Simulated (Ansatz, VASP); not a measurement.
## Two plane-wave programs on HfN

The input INCAR:

```
ALGO = Normal
EDIFF = 1E-6
EDIFFG = -0.01
ENCUT = 600
GGA = PE
IBRION = 2
ISIF = 3
ISMEAR = 0
LASPH = True
LCHARG = False
LREAL = False
LWAVE = False
NELM = 60
NSW = 100
PREC = Accurate
SIGMA = 0.1
```

Contents of KPOINTS:

```
k-points
0
Gamma
  12 12 4
```

POSCAR

```
HfN
1.0
    3.3010277075      0.0000000000      0.0000000000
   -1.6505138538      2.8587738533      0.0000000000
    0.0000000000      0.0000000000     10.4457977278
Hf N
3 3
Direct
    0.0000000000      0.0000000000      0.1848682902
    0.6666666667      0.3333333333      0.5000000000
    0.0000000000      0.0000000000      0.8151317098
    0.0000000000      0.0000000000      0.0000000000
    0.0000000000      0.0000000000      0.3874164715
    0.0000000000      0.0000000000      0.6125835285
```

Input for Ansatz:

```yaml
crystal:
  lattice:
    - [3.3010277075, 0.0, 0.0]
    - [-1.6505138538, 2.8587738533, 0.0]
    - [0.0, 0.0, 10.4457977278]
  atoms:
    - { symbol: Hf, position: [0.0, 0.0, 0.1848682902] }
    - { symbol: Hf, position: [0.6666666667, 0.3333333333, 0.5] }
    - { symbol: Hf, position: [0.0, 0.0, 0.8151317098] }
    - { symbol: "N", position: [0.0, 0.0, 0.0] }
    - { symbol: "N", position: [0.0, 0.0, 0.3874164715] }
    - { symbol: "N", position: [0.0, 0.0, 0.6125835285] }
basis:
  ecutwfc: 420
kpoints:
  mp_grid: { grid: [12, 12, 4] }
hamiltonian:
  xc: pbe
scf:
  occupations: { method: gaussian, width: 0.1 }
output:
  forces: true
  stress: true
  eigenvalues: true
  write_density: true
  write_potential: true
  elf: true
  volumetric_format: npy
relax:
  adjacent_minimum: "off"
  f_tol: 0.01
  max_steps: 80
  cell: { stress_tol: 0.05 }
```

Alike in both runs: task relaxation of cell and atoms; functional PBE; k mesh 12 × 12 × 4; occupations gaussian, width 0.1 eV; no spin polarisation.

```csv
,VASP,Ansatz
version,VASP 6.6.1,Ansatz 0.2.0
potentials or method,"VASP PAW PBE potentials, release 64 (Hf_pv, N), cutoff 600 eV","scalar-relativistic, plane waves, PAW"
valence electrons in the cell,45,93
```

Ansatz gave:

```
gap on the k mesh at the Fermi level, each at its own relaxed structure (eV) : none
relaxed volume (Å³/atom)                                                     : 16.46
relaxed cell length with the largest relative difference (Å)                 : 3.293
```

Question: Estimate VASP's values.

Answer: gap on the k mesh at the Fermi level, each at its own relaxed structure (eV): none; relaxed volume (Å³/atom): 16.35; relaxed cell length with the largest relative difference (Å): 3.284.

A gap of «none» marks a metal or a gap that the smearing closes. VASP's potentials hold 45 valence electrons a cell and Ansatz's 93, so a difference there can come from the potentials and not from the codes.

Neither program's run includes spin-orbit coupling.
